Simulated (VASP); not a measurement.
TaN:

```
Ta N
1.0
     0.00000    2.33000    2.33000
     2.33000    0.00000    2.33000
     2.33000    2.33000    0.00000
Ta N
1 1
Direct
  0.00000 0.00000 0.00000
  0.25000 0.25000 0.25000
```

| Item | Value |
| --- | --- |
| Program | VASP 6.6.1 |
| Task | relaxation of cell and atoms |
| Functional | PBEsol |
| Potentials or basis | VASP PAW PBE potentials, release 64 (Ta_pv, N) |
| Cutoff | 600 eV |
| k mesh | 9 × 9 × 9 |
| Occupations | fermi-dirac, width 0.05 eV |
| Spin | no spin polarisation |

At the start: pressure 10.7 GPa; volume 12.65 Å³/atom.

Question: How do energy, volume and symmetry change on relaxing?

Answer: Over 4 steps the energy falls by 15.5 meV/atom and the volume is 13.13 Å³/atom (+3.8 %); space group F-43m (No. 216, to 0.1 Å) before and after.

The path:
```tsv
step	energy change (eV)	largest force (eV/Å)	pressure (GPa)	volume (Å³)
1	0.0000	0.0000	10.69	25.30
2	0.1079	0.0000	-18.35	28.51
3	-0.0310	0.0000	-0.28	26.29
4	-0.0310	0.0000	-0.01	26.26
```

Final structure:
```
Ta N
1.0
     0.00000    2.35916    2.35916
     2.35916    0.00000    2.35916
     2.35916    2.35916    0.00000
Ta N
1 1
Direct
  0.00000 0.00000 0.00000
  0.25000 0.25000 0.25000
```

Caveat: the PAW data sets were made with another functional, which shifts forces and pressure a little.
